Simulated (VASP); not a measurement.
Runs of VASP 6.6.1 on Fe. The structure is that of space group Im-3m (No. 229), or close to it. The cells are those of the table. 

```csv
cell,gap on the mesh (eV),pressure (GPa),moment (μB)
"a = 2.385 Å, angles 109.5°, 1 atom",none,18.9,2.02
"a = 2.516 Å, angles 109.5°, 1 atom",none,(a),2.35
"a = 2.495 Å, angles 109.5°, 1 atom",none,-8.2,(b)
"a = 2.411 Å, angles 107.5, 107.5, 113.5°, 1 atom",none,12.1,2.10
"a = 2.408 Å, angles 109.5°, 1 atom",none,11.2,2.07
```

Alike in all rows: task single point; level PBE; potentials or basis VASP PAW PBE potentials, release 64 (Fe); spin collinear, ferromagnetic start; k mesh 12 × 12 × 12; cutoff (eV) 520; smearing gaussian 0.15 eV.

Q: Estimate the missing entries.

A: (a) -11.5; (b) 2.31.

A gap of «none» marks levels without a gap at the run's occupations.
